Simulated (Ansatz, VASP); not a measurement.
MgV3: VASP beside Ansatz

Contents of INCAR:

```
SYSTEM = MgV3
ALGO     = Normal         ! electronic algorithm
EDIFF    = 1E-6           ! SCF threshold, eV
ENCUT    = 520            ! plane-wave cutoff, eV
GGA      = PE             ! functional
ISIF     = 2              ! what is computed and relaxed
ISMEAR   = 0              ! smearing method
ISPIN    = 2              ! spin polarisation
LASPH    = .TRUE.         ! aspherical terms in the spheres
LCHARG   = .TRUE.         ! write CHGCAR
LELF     = .TRUE.         ! ELF
LMAXMIX  = 4              ! l up to which the mixer works
LORBIT   = 11             ! projections on sites
LREAL    = .FALSE.        ! projectors in reciprocal space
LVHAR    = .TRUE.       
LWAVE    = .FALSE.        ! write WAVECAR
MAGMOM   = 0.5 0.5 0.5 0  ! initial moments
NBANDS   = 32             ! bands
NELM     = 150            ! most SCF steps
PREC     = Accurate       ! precision mode
SIGMA    = 0.1            ! smearing width, eV
```

File KPOINTS:

```
k-points
0
G
  12 12 12
  0 0 0
```

The input POSCAR:

```
MgV3
1.0
    3.9030703298      0.0000000000      0.0000000000
    0.0000000000      3.9030703298      0.0000000000
    0.0000000000      0.0000000000      3.9030703298
V Mg
3 1
Direct
    0.0000000000      0.5000000000      0.5000000000
    0.5000000000      0.0000000000      0.5000000000
    0.5000000000      0.5000000000      0.0000000000
    0.0000000000      0.0000000000      0.0000000000
```

Input for Ansatz:

```yaml
crystal:
  lattice:
    - [3.9030703298, 0.0, 0.0]
    - [0.0, 3.9030703298, 0.0]
    - [0.0, 0.0, 3.9030703298]
  atoms:
    - { symbol: V, position: [0.0, 0.5, 0.5], spin: 0.5 }
    - { symbol: V, position: [0.5, 0.0, 0.5], spin: 0.5 }
    - { symbol: V, position: [0.5, 0.5, 0.0], spin: 0.5 }
    - { symbol: Mg, position: [0.0, 0.0, 0.0] }
basis:
  ecutwfc: 420
kpoints:
  mp_grid: { grid: [12, 12, 12] }
hamiltonian:
  xc: pbe
scf:
  occupations: { method: gaussian, width: 0.1 }
  lower_state_search: "off"
output:
  forces: true
  stress: true
  eigenvalues: true
  populations: true
magnetization:
  spin_polarized: true
```

Alike in both runs: task single point; functional PBE; k mesh 12 × 12 × 12; occupations gaussian, width 0.1 eV; collinear spin.

```csv
,VASP,Ansatz
version,VASP 6.6.1,Ansatz 0.2.0
potentials or method,"VASP PAW PBE potentials, release 64 (V_sv, Mg), cutoff 520 eV","scalar-relativistic, plane waves, PAW"
valence electrons in the cell,41,49
```

```csv
,VASP,Ansatz,Ansatz less VASP
gap on the k mesh at the Fermi level (eV),none,none,-
pressure (GPa),0.2,0.0,-0.20
net moment per atom (μB),0.29,0.29,-0.002
size of the moment on the site where the two differ most (μB),0.33,0.33,-0.003
```

Site moments also hang on the region over which each program counts them. A gap of «none» marks a metal or a gap that the smearing closes. The functional is the same, so the differences come from potentials, cutoffs and numerics. VASP's potentials hold 41 valence electrons a cell and Ansatz's 49, so a difference there can come from the potentials and not from the codes.
